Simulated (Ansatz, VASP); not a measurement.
# Two plane-wave programs on CdF2

The input INCAR:

```
PREC = Accurate
ENCUT = 520
EDIFF = 1E-7
ISMEAR = 0
SIGMA = 0.01
LREAL = False
LASPH = True
NELM = 60
ALGO = Normal
ISIF = 2
LWAVE = False
LCHARG = True
GGA = PS
LELF = True
LVHAR = True
NBANDS = 20
```

The input KPOINTS:

```
Automatic mesh
0
Gamma
  10 10 10
```

Contents of POSCAR:

```
CdF2
1.0
    0.0000000000      2.6941776812      2.6941776812
    2.6941776812      0.0000000000      2.6941776812
    2.6941776812      2.6941776812      0.0000000000
Cd F
1 2
Direct
    0.0000000000      0.0000000000      0.0000000000
    0.2500000000      0.2500000000      0.2500000000
    0.7500000000      0.7500000000      0.7500000000
```

Input for Ansatz:

```yaml
crystal:
  lattice:
    - [0.0, 2.6941776812, 2.6941776812]
    - [2.6941776812, 0.0, 2.6941776812]
    - [2.6941776812, 2.6941776812, 0.0]
  atoms:
    - { symbol: Cd, position: [0.0, 0.0, 0.0] }
    - { symbol: F, position: [0.25, 0.25, 0.25] }
    - { symbol: F, position: [0.75, 0.75, 0.75] }
kpoints:
  mp_grid: { grid: [10, 10, 10] }
hamiltonian:
  xc: pbesol
scf:
  occupations: { method: fixed }
output:
  optics:
    e_range: [0, 15]
    de: 0.1
    sigma: 0.05
    scissors: 0
    scheme: fermi_dirac
    bands: auto
  write_density: true
  write_potential: true
  elf: true
  volumetric_format: npy
```

Alike in both runs: task single point; functional PBEsol; k mesh 10 × 10 × 10; no spin polarisation.

|  | VASP | Ansatz |
| --- | --- | --- |
| version | VASP 6.6.1 | Ansatz 0.2.0 |
| potentials or method | VASP PAW PBE potentials, release 64 (Cd, F) | plane waves, PAW |
| plane-wave cutoff (eV) | 520 | 420 |
| occupations | gaussian, width 0.01 eV | fixed |
| valence electrons in the cell | 26 | 34 |

```csv
,VASP,Ansatz,Ansatz less VASP
gap on the k mesh at the Fermi level (eV),2.91,2.94,+0.032
```

VASP's potentials were made for PBE, not for PBEsol. VASP's potentials hold 26 valence electrons a cell and Ansatz's 34, so a difference there can come from the potentials and not from the codes.
